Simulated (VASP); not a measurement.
# La (P6_3/mmc) in VASP: notebook

Runs on La. Level: LDA. Tasks: electric field gradients.

All numbers are computed with VASP 6.6.1; they aren't measurements. Logs are shortened: lines on timing, memory, paths and dates and some standing lists are left out, and cuts for length are marked.

**1. The cell of the first run**

It takes space group P6_3/mmc (No. 194, hexagonal). Conventional cell: a = 3.775 Å, b = 3.775 Å, c = 6.110 Å, α = 90.00°, β = 90.00°, γ = 120.00°. La (site symmetry -6m2) has 12 La at 3.75 to 3.77 Å within 4.9 Å.

**2. Electric field gradients, LDA (37.70 Å³/atom)**

INCAR reads:

```
PREC = Accurate ; ENCUT = 520
EDIFF = 1E-8 ; ISMEAR = -1
SIGMA = 0.05 ; LREAL = F
LASPH = T ; NELM = 80
ALGO = Normal ; ISIF = 2
LWAVE = F ; LCHARG = F
GGA = CA ; LEFG = T
NBANDS = 18
```

KPOINTS reads:

```
regular mesh
0
Gamma
  11 11 6
```

POSCAR reads:

```
La
1.0
    3.7748372251      0.0000000000      0.0000000000
   -1.8874186125      3.2691049321      0.0000000000
    0.0000000000      0.0000000000      6.1101998470
La
2
Direct
    0.3333333333      0.6666666667      0.2500000000
    0.6666666667      0.3333333333      0.7500000000
```

Potentials or basis: VASP PAW LDA potentials, release 64 (La).

Run with:

```sh
cat potpaw_LDA.64/La/POTCAR > POTCAR
mpirun -np 1 vasp_std > vasp.out
```

OUTCAR:

```text
PREC = Accurate
   ENCUT = 520
   EDIFF = 1E-8
   ISMEAR = -1
   LREAL = F
   LASPH = T
   NELM = 80
   ISIF = 2
   GGA = CA

 ion  position               nearest neighbor table
   1  0.333  0.667  0.250-
   2  0.667  0.333  0.750-

  LATTYP: Found a hexagonal cell.
 ALAT       =     3.7748372251
 C/A-ratio  =     1.6186657815

  Lattice vectors:

 A1 = (   3.7748372251,   0.0000000000,   0.0000000000)
 A2 = (  -1.8874186125,   3.2691049321,   0.0000000000)
 A3 = (   0.0000000000,   0.0000000000,   6.1101998470)

Analysis of symmetry for initial positions (statically):
=====================================================================
 Subroutine PRICEL returns:
 Original cell was already a primitive cell.

 Routine SETGRP: Setting up the symmetry group for a
 hexagonal supercell.

 Subroutine GETGRP returns: Found 24 space group operations
 (whereof 12 operations were pure point group operations)
 out of a pool of 24 trial point group operations.

The static configuration has the point symmetry D_3d.
 The point group associated with its full space group is D_6h.

Analysis of symmetry for dynamics (positions and initial velocities):
=====================================================================
 Subroutine PRICEL returns:
 Original cell was already a primitive cell.

 Routine SETGRP: Setting up the symmetry group for a
 hexagonal supercell.

 Subroutine GETGRP returns: Found 24 space group operations
 (whereof 12 operations were pure point group operations)
 out of a pool of 24 trial point group operations.

The dynamic configuration has the point symmetry D_3d.
 The point group associated with its full space group is D_6h.

 Subroutine INISYM returns: Found 24 space group operations
 (whereof 12 operations are pure point group operations),
 and found     1 'primitive' translations

----------------------------------------------------------------------------------------

                                     Primitive cell

  volume of cell :      75.4019

  direct lattice vectors                    reciprocal lattice vectors
     3.774837225  0.000000000  0.000000000     0.264912085  0.152947064  0.000000000
    -1.887418613  3.269104932  0.000000000     0.000000000  0.305894127  0.000000000
     0.000000000  0.000000000  6.110199847     0.000000000  0.000000000  0.163660768

  length of vectors
     3.774837225  3.774837225  6.110199847     0.305894127  0.305894127  0.163660768

  position of ions in fractional coordinates (direct lattice)
     0.333333333  0.666666667  0.250000000
     0.666666667  0.333333333  0.750000000

  ion indices of the primitive-cell ions
   primitive index   ion index
                 1           1
                 2           2

----------------------------------------------------------------------------------------

 KPOINTS: regular mesh

Automatic generation of k-mesh.
 Grid dimensions read from file:
 generate k-points for:   11   11    6

 Generating k-lattice:

  Cartesian coordinates                     Fractional coordinates (reciprocal lattice)
     0.024082917  0.013904279  0.000000000     0.090909091  0.000000000  0.000000000
     0.000000000  0.027808557  0.000000000     0.000000000  0.090909091  0.000000000
     0.000000000  0.000000000  0.027276795     0.000000000  0.000000000  0.166666667

  Length of vectors
     0.027808557  0.027808557  0.027276795

  Shift w.r.t. Gamma in fractional coordinates (k-lattice)
     0.000000000  0.000000000  0.000000000

 Subroutine IBZKPT returns following result:
 ===========================================

 Found     64 irreducible k-points:

 Following reciprocal coordinates:
            Coordinates               Weight
  0.000000  0.000000  0.000000      1.000000
  0.090909  0.000000  0.000000      6.000000
  0.181818  0.000000  0.000000      6.000000
  0.272727  0.000000  0.000000      6.000000
  0.363636  0.000000  0.000000      6.000000
  0.454545  0.000000  0.000000      6.000000
[... 16 lines left out ...]
  0.090909  0.090909  0.166667     12.000000
  0.181818  0.090909  0.166667     24.000000
 [... further k-points ...]
   k-points           NKPTS =     64   k-points in BZ     NKDIM =     64   number of bands    NBANDS=     18
   number of dos      NEDOS =    301   number of ions     NIONS =      2
   total plane-waves  NPLWV =  37632
   dimension x,y,z NGX =    28 NGY =   28 NGZ =   48
   dimension x,y,z NGXF=    56 NGYF=   56 NGZF=   96
   ions per type =               2
   NGX,Y,Z   is equivalent  to a cutoff of  12.33, 12.33, 13.06 a.u.
   NGXF,Y,Z  is equivalent  to a cutoff of  24.66, 24.66, 26.12 a.u.
 SYSTEM =  unknown system
   PREC   = accura    normal or accurate (medium, high low for compatibility)
   ISTART =      0    job   : 0-new  1-cont  2-samecut
   ICHARG =      2    charge: 1-file 2-atom 10-const
   ISPIN  =      1    spin polarized calculation?
   LNONCOLLINEAR =      F non collinear calculations
   LSORBIT =      F    spin-orbit coupling
   LASPH  =      T    aspherical Exc in radial PAW
   ENCUT  =  520.0 eV  38.22 Ry    6.18 a.u.   7.02  7.02 11.36*2*pi/ulx,y,z
   NELM   =     80;   NELMIN=  2; NELMDL= -5     # of ELM steps
   EDIFF  = 0.1E-07   stopping-criterion for ELM
   LREAL  =      F    real-space projection
   EDIFFG = 0.1E-06   stopping-criterion for IOM
   NSW    =      0    number of steps for IOM
   IBRION =     -1    ionic relax: 0-MD 1-quasi-New 2-CG
   NFREE  =      0    steps in history (QN), initial steepest desc. (CG)
   ISIF   =      2    stress and relaxation
   ISYM   =      2    0-nonsym 1-usesym 2-fastsym
   POTIM  = 0.5000    time-step for ionic-motion
   TEBEG  =    0.0;   TEEND  =   0.0 temperature during run
   PSTRESS=    0.0 pullay stress
   NELECT =      22.0000    total number of electrons
   NUPDOWN=      -1.0000    fix difference up-down
   EMIN   =  10.00;   EMAX   =-10.00  energy-range for DOS
   EFERMI =   0.00;   METHOD = LEGACY
   ISMEAR =    -1;   SIGMA  =   0.05  broadening in eV -4-tet -1-fermi 0-gaus
   EFERMI_NEDOS =   21; number of points for ismear=-14 and -15
   IALGO  =     38    algorithm
   IMIX   =      4    mixing-type and parameters
     AMIX     =   0.40;   BMIX     =  1.00
     AMIX_MAG =   1.60;   BMIX_MAG =  1.00
  volume/ion in A,a.u.               =      37.70       254.42
  Fermi-wavevector in a.u.,A,eV,Ry     =   1.085813  2.051888 16.041120  1.178989
  Thomas-Fermi vector in A             =   2.221935
   LORBIT       =      0    0 simple, 1 ext, 2 COOP (PROOUT), +10 PAW based schemes
   GGA     = CA    functional components
   LHFCALC =     F    Hartree Fock is set to
   AEXX    =    0.0000 exact exchange contribution
   IVDW    =     0    specifies the selected vdW correction
   LEPSILON=     F    determine dielectric tensor
   LRPA    =     F    only Hartree local field effects (RPA)
 non-spin polarized calculation
  energy-cutoff  :      520.00
  volume of cell :       75.40
 maximum number of plane-waves:      2046
 NGX is ok and might be reduce to    28
   NGX = 13   NGY = 13   NGZ = 23

 number of electron      21.9999998 magnetization

 Free energy of the ion-electron system (eV)
  ---------------------------------------------------
  ext. energy  EPLUGINS =         0.00000000
  ---------------------------------------------------
  free energy    TOTEN  =       -10.97734011 eV

  energy without entropy =      -10.94189936  energy(sigma->0) =      -10.95961974

 E-fermi :   7.5033     XC(G=0):  -9.7035

 val. band max:        7.4962743247   @ k =   0.1818   0.1818   0.3333
 cond. band min:       7.5050162901   @ k =   0.2727   0.2727   0.1667
 fundamental gap:      0.0087419654
 Fermi energy:         7.5033091567

 k-point     1 :       0.0000    0.0000    0.0000
  band No.  band energies     occupation
      1     -25.2582      2.00000
      2     -25.0647      2.00000
      3      -9.6216      2.00000
      4      -8.4600      2.00000
      5      -8.4600      2.00000
      6      -8.2792      2.00000
[... 10 lines left out ...]
     17       9.0392      0.00000
     18       9.1087      0.00000

 k-point     2 :       0.0909    0.0000    0.0000
  band No.  band energies     occupation
      1     -25.2455      2.00000
      2     -25.0587      2.00000
      3      -9.5879      2.00000
      4      -8.5473      2.00000
      5      -8.4873      2.00000
      6      -8.3691      2.00000
[... 10 lines left out ...]
     17       9.0386      0.00000
     18       9.1178      0.00000
[... 442 lines left out ...]
 k-point    24 :       0.1818    0.0909    0.1667
  band No.  band energies     occupation
      1     -25.1700      2.00000
      2     -25.0413      2.00000
      3      -9.3719      2.00000
      4      -8.8981      2.00000
      5      -8.8354      2.00000
      6      -8.5950      2.00000
[... 10 lines left out ...]
     17       9.0972      0.00000
     18       9.1277      0.00000

 [... further k-points ...]
[... 5 lines left out ...]
  --------------------------------------------------------------------------------------
  -------------------------------------------------------------------------------------
  Total       -1.6081481     -1.6081481     -1.6945085     -0.0000000      0.0000000      0.0000000
  in kB      -34.1707201    -34.1707201    -36.0057477     -0.0000000      0.0000000      0.0000000
  external PRESSURE =     -34.7823960 kB  Pullay stress =       0.0000000 kB

 VOLUME and BASIS-vectors are now :
 -----------------------------------------------------------------------------
  energy-cutoff  :      520.00
  volume of cell :       75.40
      direct lattice vectors                 reciprocal lattice vectors
     3.774837225  0.000000000  0.000000000     0.264912085  0.152947064  0.000000000
    -1.887418613  3.269104932  0.000000000     0.000000000  0.305894127  0.000000000
     0.000000000  0.000000000  6.110199847     0.000000000  0.000000000  0.163660768

 POSITION                                       TOTAL-FORCE (eV/Angst)
 -----------------------------------------------------------------------------------
     -0.00000      2.17940      1.52755         0.000000     -0.000000      0.000000
      1.88742      1.08970      4.58265        -0.000000      0.000000      0.000000
 -----------------------------------------------------------------------------------
    total drift:                               -0.000000      0.000000     -0.000000

  FREE ENERGIE OF THE ION-ELECTRON SYSTEM (eV)
  ---------------------------------------------------
  free  energy   TOTEN  =       -10.9773401127 eV

  energy  without entropy=      -10.9418993608  energy(sigma->0) =      -10.95961974

 Electric field gradients (V/A^2)
---------------------------------------------------------------------
 ion       V_xx      V_yy      V_zz      V_xy      V_xz      V_yz
---------------------------------------------------------------------
   1      -4.917    -4.917     9.834     0.001     0.000    -0.000
   2      -4.917    -4.917     9.834     0.001    -0.000     0.000
---------------------------------------------------------------------

 Electric field gradients after diagonalization (V/A^2)
 (convention: |V_zz| > |V_xx| > |V_yy|)
----------------------------------------------------------------------
 ion       V_xx      V_yy      V_zz     asymmetry (V_yy - V_xx)/ V_zz
----------------------------------------------------------------------
   1      -4.917    -4.916     9.834       0.000
   2      -4.917    -4.916     9.834       0.000
----------------------------------------------------------------------

           NMR quadrupolar parameters

 Cq : quadrupolar parameter    Cq=e*Q*V_zz/h
 eta: asymmetry parameters     (V_yy - V_xx)/ V_zz
 Q  : nuclear electric quadrupole moment in mb (millibarn)
----------------------------------------------------------------------
 ion       Cq(MHz)       eta       Q (mb)
----------------------------------------------------------------------
   1       0.024       0.000       1.000
   2       0.024       0.000       1.000
----------------------------------------------------------------------
```

Wall time 62 s (1 thread of Intel Xeon Platinum 8488C (Sapphire Rapids), shared host); peak memory 0.22 GiB.

What came out:

```yaml
Free_energy: -10.9773 eV
Pressure: -3.5 GPa
Band_gap_on_the_k_mesh: zero (bands 11 and 12 overlap by 1.35 eV)
Largest_electric_field_gradient_by_atom: La +9.8 V/Å²
```

Stress tensor (GPa, compression positive):
```
-3.42  0.00  0.00
 0.00 -3.42  0.00
 0.00  0.00 -3.60
```

Levels at points of the mesh, in eV from the Fermi level:
| k point | band 7 | band 8 | band 9 | band 10 | band 11 | band 12 | band 13 | band 14 | band 15 | band 16 |
| --- | --- | --- | --- | --- | --- | --- | --- | --- | --- | --- |
| (0.00, 0.00, 0.00) | -15.78 | -15.75 | -3.20 | -1.74 | 0.99 | 1.28 | 1.28 | 1.35 | 1.42 | 1.52 |
| (0.00, 0.00, 0.50) | -15.87 | -15.87 | -1.89 | -1.89 | 0.56 | 0.56 | 1.35 | 1.35 | 1.35 | 1.36 |

Electric field gradients, principal values (V/Å²):
```
atom   least  middle  greatest (by size)
1 La  -4.916  -4.917               9.834
2 La  -4.916  -4.917               9.834
```

Caveat: the cell stands under tension; without QUAD_EFG the Cq values of the log hold for a quadrupole moment of 1 mb, not for the nuclei; spin-orbit coupling is left out, which moves the levels of the heavy elements.

(Continued in part 2 of 3.)
